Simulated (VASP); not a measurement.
The system is SrAl2Os.

```
CELL_PARAMETERS angstrom
3.26767 0.00000 0.00000
-1.63384 2.82989 0.00000
0.00000 0.00000 9.02411
ATOMIC_POSITIONS crystal
Sr 0.33333 0.66667 0.50000
Al 0.00000 0.00000 0.80993
Al 0.00000 0.00000 0.19007
Os 0.33333 0.66667 0.00000
```

* Program: VASP 6.6.1
* Task: relaxation of cell and atoms
* Functional: PBE
* Potentials or basis: VASP PAW PBE potentials, release 64 (Sr_sv, Al, Os)
* Cutoff: 600 eV
* k mesh: 18 × 18 × 6
* Occupations: gaussian, width 0.1 eV
* Spin: no spin polarisation

At the start: pressure 0.3 GPa; volume 20.86 Å³/atom.

Question: How do energy, volume and symmetry change on relaxing?

Answer: Over 17 steps the energy falls by 4.8 meV/atom and the volume is 20.37 Å³/atom (-2.4 %); space group P-6m2 (No. 187, to 0.05 Å).

The path:
| step | energy change (eV) | largest force (eV/Å) | pressure (GPa) | volume (Å³) |
| --- | --- | --- | --- | --- |
| 1 | 0.0000 | 0.1559 | 0.31 | 83.45 |
| 2 | -0.0048 | 0.0345 | -0.64 | 83.94 |
| 3 | -0.0050 | 0.0056 | -0.81 | 84.05 |
| 4 | -0.0091 | 0.0111 | -0.72 | 83.62 |
| 5 | -0.0173 | 0.0187 | -0.37 | 82.34 |
| 6 | -0.0059 | 0.0523 | 0.51 | 79.75 |
| 7 | -0.0186 | 0.0157 | -0.26 | 81.86 |
| 8 | -0.0188 | 0.0128 | -0.16 | 81.57 |
| 9 | -0.0188 | 0.0134 | -0.16 | 81.62 |
| 10 | -0.0187 | 0.0144 | -0.21 | 81.74 |
| 11 | -0.0188 | 0.0139 | -0.19 | 81.67 |
| 12 | -0.0189 | 0.0387 | 0.10 | 81.46 |
| 13 | -0.0189 | 0.0303 | 0.01 | 81.52 |
| 14 | -0.0189 | 0.0293 | 0.00 | 81.53 |
| 15 | -0.0190 | 0.0202 | -0.06 | 81.52 |
| 16 | -0.0190 | 0.0145 | -0.07 | 81.46 |
| 17 | -0.0190 | 0.0045 | -0.02 | 81.48 |

Final structure:
```
CELL_PARAMETERS angstrom
3.18844 0.00000 0.00000
-1.59422 2.76127 0.00000
0.00000 0.00000 9.25508
ATOMIC_POSITIONS crystal
Sr 0.33333 0.66667 0.50000
Al 0.00000 0.00000 0.80609
Al 0.00000 0.00000 0.19391
Os 0.33333 0.66667 0.00000
```
